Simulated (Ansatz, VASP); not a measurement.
# Two plane-wave programs on Ta

File INCAR:

```
SYSTEM = Ta
  PREC = Accurate
  ENCUT = 520
  EDIFF = 1E-7
  ISMEAR = -1
  SIGMA = 0.05
  LREAL = .False.
  LASPH = .True.
  NELM = 60
  ALGO = Normal
  ISIF = 2
  LWAVE = .False.
  LCHARG = .False.
  GGA = PE
  NBANDS = 12
```

The input KPOINTS:

```
Automatic mesh
0
Gamma
  16 16 16
  0 0 0
```

The input POSCAR:

```
Ta
1.0
   -1.4004444557      1.4004444557      1.4004444557
    1.4004444557     -1.4004444557      1.4004444557
    1.4004444557      1.4004444557     -1.4004444557
Ta
1
Direct
    0.0000000000      0.0000000000      0.0000000000
```

Input for Ansatz:

```yaml
crystal:
  lattice:
    - [-1.4004444557, 1.4004444557, 1.4004444557]
    - [1.4004444557, -1.4004444557, 1.4004444557]
    - [1.4004444557, 1.4004444557, -1.4004444557]
  atoms:
    - { symbol: Ta, position: [0.0, 0.0, 0.0] }
kpoints:
  mp_grid: { grid: [16, 16, 16] }
scf:
  occupations: { method: fermi_dirac, width: 0.05 }
hamiltonian:
  xc: pbe
  pseudopotentials: { kind: paw }
output:
  forces: true
  stress: true
  eigenvalues: true
  populations: true
  write_density: true
  write_potential: true
  elf: true
  volumetric_format: npy
```

Change from the starting cell: volume scaled by 0.6, PAW files.

Alike in both runs: task single point; functional PBE; k mesh 16 × 16 × 16; occupations fermi-dirac, width 0.05 eV; no spin polarisation.

|  | VASP | Ansatz |
| --- | --- | --- |
| version | VASP 6.6.1 | Ansatz 0.2.0 |
| potentials or method | VASP PAW PBE potentials, release 64 (Ta_pv) | PAW with Ansatz's default frozen-core files, scalar-relativistic |
| plane-wave cutoff (eV) | 520 | 420 |
| valence electrons in the cell | 11 | 13 |

|  | VASP | Ansatz | Ansatz less VASP |
| --- | --- | --- | --- |
| pressure (GPa) | 258.5 | 253.7 | -4.88 |

Both programs put the cell under a high pressure, so it lies far from rest at this level. VASP's potentials hold 11 valence electrons a cell and Ansatz's 13, so a difference there can come from the potentials and not from the codes.

Neither program's run includes spin-orbit coupling. Noted on VASP's run: the cell as given lies far from equilibrium.
